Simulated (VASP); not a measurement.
A run of VASP 6.6.1 is set up as follows.

INCAR

```
PREC     = Accurate       # precision mode
ENCUT    = 500            # plane-wave cutoff, eV
EDIFF    = 1E-6           # SCF threshold, eV
ISMEAR   = -1             # smearing method
SIGMA    = 0.05           # smearing width, eV
LREAL    = False          # projectors in reciprocal space
LASPH    = True           # aspherical terms in the spheres
NELM     = 120            # most SCF steps
ALGO     = Normal         # electronic algorithm
ISIF     = 2              # what is computed and relaxed
LWAVE    = False          # write WAVECAR
LCHARG   = False          # write CHGCAR
NBANDS   = 16             # bands
GGA_COMPAT= False
```

The input KPOINTS:

```
regular mesh
0
Gamma
  8 8 8
```

Contents of POSCAR:

```
InP
1.0
    0.0000000000      2.7688340000      2.7688340000
    2.7688340000      0.0000000000      2.7688340000
    2.7688340000      2.7688340000      0.0000000000
In P
1 1
Direct
    0.0000000000      0.0000000000      0.0000000000
    0.5000000000      0.5000000000      0.5000000000
```

Potentials or basis: VASP PAW LDA potentials, release 64 (In_d, P).

The run is started by

```sh
$ cat potpaw_LDA.64/In_d/POTCAR potpaw_LDA.64/P/POTCAR > POTCAR
$ mpirun -np 1 vasp_std > vasp.out
```

Problem. What does it give for the pressure?

Solution. -5.1 GPa.

Problem. Estimate the band gap on the k mesh.

Solution. Zero (bands 9 and 10 overlap by 2.66 eV).

Caveat: the cell stands under tension; spin-orbit coupling is left out, which moves the levels of the heavy elements.
